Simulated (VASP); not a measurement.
Crystal: B.

```xyz
8
Lattice="3.7428 0.0000 0.0000 0.0000 3.7428 0.0000 0.0000 0.0000 3.7428" Properties=species:S:1:pos:R:3 pbc="T T T"
B     0.0000    0.0000    0.0000
B     1.8714    1.8714    1.8714
B     0.9357    0.0000    1.8714
B     2.8071    0.0000    1.8714
B     1.8714    0.9357    0.0000
B     1.8714    2.8071    0.0000
B     0.0000    1.8714    0.9357
B     0.0000    1.8714    2.8071
```

```yaml
Program: VASP 6.6.1
Task: relaxation of cell and atoms
Functional: revPBE
Potentials_or_basis: VASP PAW PBE potentials, release 64 (B)
Cutoff: 600 eV
k_mesh: 7 × 7 × 7
Occupations: fermi-dirac, width 0.1 eV
Spin: no spin polarisation
```

At the start: pressure -11.0 GPa; volume 6.55 Å³/atom.

Question: How do energy, volume and symmetry change on relaxing?

Answer: Over 3 steps the energy falls by 11.8 meV/atom and the volume is 6.22 Å³/atom (-5.0 %); space group Pm-3n (No. 223, to 0.05 Å).

Step by step:
```
step  energy change (eV)  largest force (eV/Å)  pressure (GPa)  volume (Å³)
   1              0.0000                0.0000          -11.01        52.43
   2             -0.0866                0.0000            3.50        49.09
   3             -0.0943                0.0000            0.02        49.80
```

Final structure:
```yaml
crystal:
  lattice:
    - [3.67906, 0.00000, 0.00000]
    - [0.00000, 3.67906, 0.00000]
    - [0.00000, 0.00000, 3.67906]
  atoms:
    - { symbol: B, position: [0.00000, 0.00000, 0.00000] }
    - { symbol: B, position: [0.50000, 0.50000, 0.50000] }
    - { symbol: B, position: [0.25000, 0.00000, 0.50000] }
    - { symbol: B, position: [0.75000, 0.00000, 0.50000] }
    - { symbol: B, position: [0.50000, 0.25000, 0.00000] }
    - { symbol: B, position: [0.50000, 0.75000, 0.00000] }
    - { symbol: B, position: [0.00000, 0.50000, 0.25000] }
    - { symbol: B, position: [0.00000, 0.50000, 0.75000] }
```

Caveat: the PAW data sets were made with another functional, which shifts forces and pressure a little.
